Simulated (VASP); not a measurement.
Runs of VASP 6.6.1 on CsCl. The structure is that of space group Pm-3m (No. 221), or close to it. The cells are those of the table. 

```tsv
level	cell	k mesh	cutoff (eV)	smearing	grid for exact exchange (PRECFOCK)	screening parameter	gap on the mesh (eV)	pressure (GPa)
r2SCAN	a = 4.359 Å, 2 atoms	6 × 6 × 6	550	gaussian 0.01 eV	-	-	5.30	-1.9
HSE06	a = 4.359 Å, 2 atoms	4 × 4 × 4	400	gaussian 0.01 eV	Normal	0.2079 1/Å	5.84	-1.5
PBE	a = 4.359 Å, 2 atoms	6 × 6 × 6	500	fermi-dirac 0.02 eV	-	-	4.57	-1.2
HSE06	a = 4.097, b = 4.137, c = 4.137 Å, 2 atoms	4 × 4 × 4	400	gaussian 0.01 eV	Normal	0.2079 1/Å	(a)	0.6
PBE	a = 4.097, b = 4.137, c = 4.137 Å, 2 atoms	6 × 6 × 6	500	fermi-dirac 0.02 eV	-	-	5.24	1.0
r2SCAN	a = 4.097, b = 4.137, c = 4.137 Å, 2 atoms	6 × 6 × 6	550	gaussian 0.01 eV	-	-	(b)	0.3
```

Alike in all rows: task single point; potentials or basis VASP PAW PBE potentials, release 64 (Cs_sv, Cl); no spin polarisation.

Problem. Estimate the missing entries.

Solution. (a) 6.55; (b) 5.87.

Caveats: spin-orbit coupling is left out, which moves the levels of the heavy elements; the PAW data sets were made with another functional, which shifts forces and pressure a little (some runs).

A k mesh can miss the band edges, and the runs leave out spin-orbit coupling on Cs.
